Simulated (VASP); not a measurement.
Crystal: Al.

```
Al
1.0
     0.00000    2.02481    2.02481
     2.02481    0.00000    2.02481
     2.02481    2.02481    0.00000
Al
1
Direct
  0.00000 0.00000 0.00000
```

| Property | Result |
| --- | --- |
| Program | VASP 6.6.1 |
| Task | relaxation of volume and atoms at fixed shape |
| Functional | r2SCAN |
| Dispersion | D3(BJ) |
| Potentials or basis | VASP PAW PBE potentials, release 64 (Al) |
| Cutoff | 600 eV |
| k mesh | 9 × 9 × 9 |
| Occupations | fermi-dirac, width 0.1 eV |
| Spin | no spin polarisation |

At the start: pressure -5.1 GPa; volume 16.60 Å³/atom.

**Question.** How do energy, volume and symmetry change on relaxing?

**Answer.** Over 3 steps the energy falls by 17.2 meV/atom and the volume is 15.60 Å³/atom (-6.1 %); space group Fm-3m (No. 225, to 0.05 Å).

The path:
| step | energy change (eV) | largest force (eV/Å) | pressure (GPa) | volume (Å³) |
| --- | --- | --- | --- | --- |
| 1 | 0.0000 | 0.0000 | -5.13 | 16.60 |
| 2 | -0.0160 | 0.0000 | 1.57 | 15.36 |
| 3 | -0.0172 | 0.0000 | 0.04 | 15.60 |

Final structure:
```
CELL_PARAMETERS angstrom
0.00000 1.98308 1.98308
1.98308 0.00000 1.98308
1.98308 1.98308 0.00000
ATOMIC_POSITIONS crystal
Al 0.00000 0.00000 0.00000
```

Caveat: the PAW data sets were made with another functional, which shifts forces and pressure a little; pairwise dispersion overbinds metals, which lowers pressure and volume.
